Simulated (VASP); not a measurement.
# C (R-3m) in VASP: single point with LDA

Aim: the single point of C with LDA.

Program: VASP 6.6.1. These are calculated values, not measurements. Logs are shortened: lines on timing, memory, paths and dates and some standing lists are left out, and cuts for length are marked.

## 1. The cell of the first run

It takes space group R-3m (No. 166, trigonal). Conventional cell: a = 2.484 Å, b = 2.484 Å, c = 6.363 Å, α = 90.00°, β = 90.00°, γ = 120.00°. Within 2.0 Å of C (site symmetry 3m) lie 4 C at 1.53 to 1.59 Å.

## 2. Single point, LDA (equal xy, yz and zx shear strains of +3 %)

Input file INCAR:

```
SYSTEM = C
PREC = Accurate
ENCUT = 520
EDIFF = 1E-6
ISMEAR = -1
SIGMA = 0.08
LREAL = .FALSE.
LASPH = .TRUE.
NELM = 80
ALGO = Normal
ISIF = 2
LWAVE = .FALSE.
LCHARG = .FALSE.
GGA = CA
NBANDS = 11
```

Input file KPOINTS:

```
Automatic mesh
0
G
  20 20 20
  0 0 0
```

Input file POSCAR:

```
C
1.0
    0.0535020000      1.8101510000      1.8101510000
    1.8101510000      0.0535020000      1.8101510000
    1.8101510000      1.8101510000      0.0535020000
C
2
Direct
    0.5000000000      0.5000000000      0.5000000000
    0.7500000000      0.7500000000      0.7500000000
```

Potentials or basis: VASP PAW LDA potentials, release 64 (C).

Launch:

```
cat potpaw_LDA.64/C/POTCAR > POTCAR
mpirun -np 1 vasp_std > vasp.out
```

OUTCAR:

```text
SYSTEM = C
   PREC = Accurate
   ENCUT = 520
   EDIFF = 1E-6
   ISMEAR = -1
   LREAL = .FALSE.
   LASPH = .TRUE.
   NELM = 80
   ISIF = 2
   GGA = CA

 ion  position               nearest neighbor table
   1  0.500  0.500  0.500-   2 1.53   2 1.53   2 1.53   2 1.59
   2  0.750  0.750  0.750-   1 1.53   1 1.53   1 1.53   1 1.59

  LATTYP: Found a trigonal (rhomboedric) cell.
 ALAT       =     2.5604991212
 COS(alpha) =     0.5293254421

  Lattice vectors:

 A1 = (   0.0535020000,   1.8101510000,   1.8101510000)
 A2 = (   1.8101510000,   0.0535020000,   1.8101510000)
 A3 = (   1.8101510000,   1.8101510000,   0.0535020000)

Analysis of symmetry for initial positions (statically):
=====================================================================
 Subroutine PRICEL returns:
 Original cell was already a primitive cell.

 Routine SETGRP: Setting up the symmetry group for a
 trigonal (rhombohedral) supercell.

 Subroutine GETGRP returns: Found 12 space group operations
 (whereof  6 operations were pure point group operations)
 out of a pool of 12 trial point group operations.

The static configuration has the point symmetry C_3v.
 The point group associated with its full space group is D_3d.

Analysis of symmetry for dynamics (positions and initial velocities):
=====================================================================
 Subroutine PRICEL returns:
 Original cell was already a primitive cell.

 Routine SETGRP: Setting up the symmetry group for a
 trigonal (rhombohedral) supercell.

 Subroutine GETGRP returns: Found 12 space group operations
 (whereof  6 operations were pure point group operations)
 out of a pool of 12 trial point group operations.

The dynamic configuration has the point symmetry C_3v.
 The point group associated with its full space group is D_3d.

 Subroutine INISYM returns: Found 12 space group operations
 (whereof  6 operations are pure point group operations),
 and found     1 'primitive' translations

----------------------------------------------------------------------------------------

                                     Primitive cell

  volume of cell :      11.3367

  direct lattice vectors                    reciprocal lattice vectors
     0.053502000  1.810151000  1.810151000    -0.288777982  0.280487705  0.280487705
     1.810151000  0.053502000  1.810151000     0.280487705 -0.288777982  0.280487705
     1.810151000  1.810151000  0.053502000     0.280487705  0.280487705 -0.288777982

  length of vectors
     2.560499121  2.560499121  2.560499121     0.490652044  0.490652044  0.490652044

  position of ions in fractional coordinates (direct lattice)
     0.500000000  0.500000000  0.500000000
     0.750000000  0.750000000  0.750000000

  ion indices of the primitive-cell ions
   primitive index   ion index
                 1           1
                 2           2

----------------------------------------------------------------------------------------

 KPOINTS: Automatic mesh

Automatic generation of k-mesh.
 Grid dimensions read from file:
 generate k-points for:   20   20   20

 Generating k-lattice:

  Cartesian coordinates                     Fractional coordinates (reciprocal lattice)
    -0.014438899  0.014024385  0.014024385     0.050000000  0.000000000  0.000000000
     0.014024385 -0.014438899  0.014024385     0.000000000  0.050000000  0.000000000
     0.014024385  0.014024385 -0.014438899     0.000000000  0.000000000  0.050000000

  Length of vectors
     0.024532602  0.024532602  0.024532602

  Shift w.r.t. Gamma in fractional coordinates (k-lattice)
     0.000000000  0.000000000  0.000000000

 Subroutine IBZKPT returns following result:
 ===========================================

 Found    781 irreducible k-points:

 Following reciprocal coordinates:
            Coordinates               Weight
  0.000000  0.000000  0.000000      1.000000
  0.050000  0.000000  0.000000      6.000000
  0.100000  0.000000  0.000000      6.000000
  0.150000  0.000000  0.000000      6.000000
  0.200000  0.000000  0.000000      6.000000
  0.250000 -0.000000 -0.000000      6.000000
[... 16 lines left out ...]
 -0.400000  0.050000  0.000000     12.000000
 -0.350000  0.050000 -0.000000     12.000000
 [... further k-points ...]
   k-points           NKPTS =    781   k-points in BZ     NKDIM =    781   number of bands    NBANDS=     11
   number of dos      NEDOS =    301   number of ions     NIONS =      2
   total plane-waves  NPLWV =   8000
   dimension x,y,z NGX =    20 NGY =   20 NGZ =   20
   dimension x,y,z NGXF=    40 NGYF=   40 NGZF=   40
   ions per type =               2
   NGX,Y,Z   is equivalent  to a cutoff of  12.99, 12.99, 12.99 a.u.
   NGXF,Y,Z  is equivalent  to a cutoff of  25.97, 25.97, 25.97 a.u.
 SYSTEM =  C
   PREC   = accura    normal or accurate (medium, high low for compatibility)
   ISTART =      0    job   : 0-new  1-cont  2-samecut
   ICHARG =      2    charge: 1-file 2-atom 10-const
   ISPIN  =      1    spin polarized calculation?
   LNONCOLLINEAR =      F non collinear calculations
   LSORBIT =      F    spin-orbit coupling
   LASPH  =      T    aspherical Exc in radial PAW
   ENCUT  =  520.0 eV  38.22 Ry    6.18 a.u.   4.76  4.76  4.76*2*pi/ulx,y,z
   NELM   =     80;   NELMIN=  2; NELMDL= -5     # of ELM steps
   EDIFF  = 0.1E-05   stopping-criterion for ELM
   LREAL  =      F    real-space projection
   EDIFFG = 0.1E-04   stopping-criterion for IOM
   NSW    =      0    number of steps for IOM
   IBRION =     -1    ionic relax: 0-MD 1-quasi-New 2-CG
   NFREE  =      0    steps in history (QN), initial steepest desc. (CG)
   ISIF   =      2    stress and relaxation
   ISYM   =      2    0-nonsym 1-usesym 2-fastsym
   POTIM  = 0.5000    time-step for ionic-motion
   TEBEG  =    0.0;   TEEND  =   0.0 temperature during run
   PSTRESS=    0.0 pullay stress
   NELECT =       8.0000    total number of electrons
   NUPDOWN=      -1.0000    fix difference up-down
   EMIN   =  10.00;   EMAX   =-10.00  energy-range for DOS
   EFERMI =   0.00;   METHOD = LEGACY
   ISMEAR =    -1;   SIGMA  =   0.08  broadening in eV -4-tet -1-fermi 0-gaus
   EFERMI_NEDOS =   21; number of points for ismear=-14 and -15
   IALGO  =     38    algorithm
   IMIX   =      4    mixing-type and parameters
     AMIX     =   0.40;   BMIX     =  1.00
     AMIX_MAG =   1.60;   BMIX_MAG =  1.00
  volume/ion in A,a.u.               =       5.67        38.25
  Fermi-wavevector in a.u.,A,eV,Ry     =   1.457503  2.754282 28.903066  2.124315
  Thomas-Fermi vector in A             =   2.574297
   LORBIT       =      0    0 simple, 1 ext, 2 COOP (PROOUT), +10 PAW based schemes
   GGA     = CA    functional components
   LHFCALC =     F    Hartree Fock is set to
   AEXX    =    0.0000 exact exchange contribution
   IVDW    =     0    specifies the selected vdW correction
   LEPSILON=     F    determine dielectric tensor
   LRPA    =     F    only Hartree local field effects (RPA)
 non-spin polarized calculation
  energy-cutoff  :      520.00
  volume of cell :       11.34
 maximum number of plane-waves:       317
   NGX =  9   NGY =  9   NGZ =  9

 number of electron       7.9999999 magnetization

 Free energy of the ion-electron system (eV)
  ---------------------------------------------------
  ext. energy  EPLUGINS =         0.00000000
  ---------------------------------------------------
  free energy    TOTEN  =       -20.18395943 eV

  energy without entropy =      -20.18395943  energy(sigma->0) =      -20.18395943

 E-fermi :  11.2496     XC(G=0): -13.5018

 val. band max:        9.7549599067   @ k =   0.0000   0.0000   0.0000
 cond. band min:      13.7406017369   @ k =   0.4000   0.4000   0.0000
 fundamental gap:      3.9856418302
 Fermi energy:        11.2495597890

 k-point     1 :       0.0000    0.0000    0.0000
  band No.  band energies     occupation
      1     -11.6032      2.00000
      2       9.6646      2.00000
      3       9.7550      2.00000
      4       9.7550      2.00000
      5      14.2658      0.00000
      6      15.7326      0.00000
      7      15.7326      0.00000
      8      23.4668      0.00000
      9      28.7936      0.00000
     10      36.4085      0.00000
     11      36.4086      0.00000

 k-point     2 :       0.0500    0.0000    0.0000
  band No.  band energies     occupation
      1     -11.5325      2.00000
      2       9.3007      2.00000
      3       9.5361      2.00000
      4       9.6248      2.00000
      5      14.4615      0.00000
      6      15.8974      0.00000
      7      15.9620      0.00000
      8      23.5180      0.00000
      9      28.9102      0.00000
     10      34.7486      0.00000
     11      35.1911      0.00000

 k-point     3 :       0.1000    0.0000    0.0000
  band No.  band energies     occupation
      1     -11.3206      2.00000
      2       8.1762      2.00000
      3       9.1892      2.00000
      4       9.2839      2.00000
      5      14.9463      0.00000
      6      16.3302      0.00000
      7      16.4834      0.00000
      8      23.6658      0.00000
      9      29.2105      0.00000
     10      33.3327      0.00000
     11      33.9175      0.00000

 k-point     4 :       0.1500    0.0000    0.0000
  band No.  band energies     occupation
      1     -10.9684      2.00000
      2       6.6935      2.00000
      3       8.7478      2.00000
      4       8.8315      2.00000
      5      15.5513      0.00000
      6      16.8975      0.00000
      7      17.0519      0.00000
      8      23.8938      0.00000
      9      29.5556      0.00000
     10      32.3064      0.00000
     11      33.0029      0.00000
[... 239 lines left out ...]
 k-point    22 :      -0.4500    0.0500    0.0000
  band No.  band energies     occupation
      1      -5.8087      2.00000
      2      -3.2277      2.00000
      3       6.4769      2.00000
      4       6.8354      2.00000
      5      17.3166      0.00000
      6      18.4853      0.00000
      7      18.9699      0.00000
      8      25.1371      0.00000
      9      30.7000      0.00000
     10      33.9193      0.00000
     11      34.5004      0.00000

 k-point    23 :      -0.4000    0.0500    0.0000
  band No.  band energies     occupation
      1      -6.7984      2.00000
      2      -1.9809      2.00000
      3       6.5065      2.00000
      4       7.0360      2.00000
      5      17.2594      0.00000
      6      18.5147      0.00000
      7      18.8925      0.00000
      8      24.9932      0.00000
      9      30.4137      0.00000
     10      33.4170      0.00000
     11      34.2319      0.00000

 k-point    24 :      -0.3500    0.0500   -0.0000
  band No.  band energies     occupation
      1      -7.8142      2.00000
      2      -0.4903      2.00000
      3       6.6314      2.00000
      4       7.3160      2.00000
      5      17.1416      0.00000
      6      18.5207      0.00000
      7      18.7604      0.00000
      8      24.7706      0.00000
      9      30.1357      0.00000
     10      32.3497      0.00000
     11      34.2415      0.00000

 [... further k-points ...]
[... 5 lines left out ...]
  --------------------------------------------------------------------------------------
  -------------------------------------------------------------------------------------
  Total       -0.7274309     -0.7274309     -0.7274309     -1.1489015     -1.1489015     -1.1489015
  in kB     -102.8055021   -102.8055021   -102.8055021   -162.3706105   -162.3706105   -162.3706105
  external PRESSURE =    -102.8055021 kB  Pullay stress =       0.0000000 kB

 VOLUME and BASIS-vectors are now :
 -----------------------------------------------------------------------------
  energy-cutoff  :      520.00
  volume of cell :       11.34
      direct lattice vectors                 reciprocal lattice vectors
     0.053502000  1.810151000  1.810151000    -0.288777982  0.280487705  0.280487705
     1.810151000  0.053502000  1.810151000     0.280487705 -0.288777982  0.280487705
     1.810151000  1.810151000  0.053502000     0.280487705  0.280487705 -0.288777982

 POSITION                                       TOTAL-FORCE (eV/Angst)
 -----------------------------------------------------------------------------------
      1.83690      1.83690      1.83690         0.019101      0.019101      0.019101
      2.75535      2.75535      2.75535        -0.019101     -0.019101     -0.019101
 -----------------------------------------------------------------------------------
    total drift:                                0.000000     -0.000000      0.000000

  FREE ENERGIE OF THE ION-ELECTRON SYSTEM (eV)
  ---------------------------------------------------
  free  energy   TOTEN  =       -20.1839594266 eV

  energy  without entropy=      -20.1839594266  energy(sigma->0) =      -20.18395943
```

Run time: 2 min. Hardware: 1 thread of Intel Xeon 8259CL, shared host; peak memory 0.18 GiB.

Results:

```
Free energy            : -20.1840 eV
Pressure               : -10.3 GPa
Largest force          : 0.033 eV/Å
Band gap on the k mesh : 3.99 eV (least direct gap 4.51 eV)
```

Forces in eV/Å, atoms in the order of the input:
```
C    0.019  0.019  0.019
C   -0.019 -0.019 -0.019
```

Stress tensor (GPa, compression positive):
```
-10.28 -16.24 -16.24
-16.24 -10.28 -16.24
-16.24 -16.24 -10.28
```

Caveat: the cell differs from its parent crystal (equal xy, yz and zx shear strains of +3 %); the cell stands under tension. A k mesh can miss the band edges.
